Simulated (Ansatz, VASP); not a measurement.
As in VASP and in Ansatz

```
As
1.0
     1.80557    1.04244    3.51406
    -1.80557    1.04244    3.51406
     0.00000   -2.08489    3.51406
As
2
Direct
  0.22600 0.22600 0.22600
  0.77400 0.77400 0.77400
```

Alike in both runs: task single point; functional PBEsol; k mesh 7 × 7 × 7; occupations fermi-dirac, width 0.05 eV; no spin polarisation.

|  | VASP | Ansatz |
| --- | --- | --- |
| version | VASP 6.6.1 | Ansatz 0.2.0 |
| potentials or method | VASP PAW PBE potentials, release 64 (As_d) | Ansatz PAW |
| plane-wave cutoff (eV) | 510 | 420 |
| valence electrons in the cell | 30 | 30 |

|  | VASP | Ansatz | Ansatz less VASP |
| --- | --- | --- | --- |
| gap on the k mesh at the Fermi level (eV) | none | none | - |
| pressure (GPa) | 8.8 | 8.7 | -0.09 |
| traceless stress, the component that is largest in VASP (GPa) | -3.39 | -3.37 | +0.015 |
| rms of the force components (eV/Å) | 0.517 | 0.512 | -0.0044 |

VASP's potentials were made for PBE, not for PBEsol. Atom by atom the forces differ by 0.004 eV/Å (rms over components). A gap of «none» marks a metal or a gap that the smearing closes. The functional is the same, so the differences come from potentials, cutoffs and numerics.
